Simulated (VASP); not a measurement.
Crystal: CaO.

```xyz
4
Lattice="3.9810 0.0000 0.0000 -1.9905 3.4477 0.0000 0.0000 0.0000 4.7701" Properties=species:S:1:pos:R:3 pbc="T T T"
Ca    0.0000    2.2984    1.1925
Ca    1.9905    1.1492    3.5776
O     1.9905    1.1492    1.1925
O     0.0000    2.2984    3.5776
```

Base run:

* Program: VASP 6.6.1
* Functional: r2SCAN
* Potentials or basis: VASP PAW PBE potentials, release 64 (Ca_sv, O)
* Cutoff: 520 eV
* k mesh: 6 × 6 × 4
* Occupations: gaussian, width 0.01 eV
* Spin: no spin polarisation

Its results: band gap on the k mesh 3.61 eV, direct; pressure 1.0 GPa.

Problem. The run is repeated on the same cell with these changes: functional from r2SCAN to PBE. What comes out?

Solution. Band gap on the k mesh 3.19 eV, direct; pressure 2.3 GPa.

r2SCAN gives the wider gap, since meta-GGAs in the generalised Kohn-Sham scheme recover part of the derivative discontinuity.

Caveats: the PAW data sets were made with another functional, which shifts forces and pressure a little (some runs).

